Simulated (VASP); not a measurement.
Write the native input for VASP 6.6.1 that does the following.

```yaml
Task: single point
Functional: PBEsol
Potentials_or_basis: VASP PAW PBE potentials, release 64 (Au)
Cutoff: 520 eV
k_mesh: 18 × 18 × 10
Occupations: gaussian, width 0.15 eV
Spin: no spin polarisation
Dipole_correction: no
Further_INCAR_settings: ALGO = Fast; EDIFF = 1e-07; NBANDS = 18
```

The structure of Au lies in POSCAR:

```
Au
1.0
    2.9724983707      0.0000000000      0.0000000000
   -1.4862491853      2.5742591017      0.0000000000
    0.0000000000      0.0000000000      4.7580000000
Au
2
Direct
    0.3333333333      0.6666666667      0.7500000000
    0.6666666667      0.3333333333      0.2500000000
```

This cell differs from its parent crystal: strain +0.025 along x and y, -0.025 along z.

These files were run (other wordings do the same):

INCAR

```
PREC = Accurate
ENCUT = 520
EDIFF = 1E-7
ISMEAR = 0
SIGMA = 0.15
LREAL = F
LASPH = T
NELM = 60
ALGO = Fast
ISIF = 2
LWAVE = F
LCHARG = F
GGA = PS
NBANDS = 18
```

KPOINTS

```
Automatic mesh
0
Gamma
  18 18 10
```

Potentials or basis: VASP PAW PBE potentials, release 64 (Au).

The run is started by

```bash
$ cat potpaw_PBE.64/Au/POTCAR > POTCAR
$ mpirun -np 1 vasp_std > vasp.out
```

It gave:

| Property | Result |
| --- | --- |
| Pressure | -9.5 GPa |
| Band gap on the k mesh | zero (band 11 reaches 12.06 eV, above the bottom of band 12 at 5.69 eV) |

Caveat: the cell differs from its parent crystal (strain +0.025 along x and y, -0.025 along z); the PAW data sets were made with another functional, which shifts forces and pressure a little; spin-orbit coupling is left out, which moves the levels of the heavy elements.

It took 74 s on 1 thread of Intel(R) Xeon(R) Platinum 8488C (Sapphire Rapids) (shared host), peak memory 0.24 GiB.
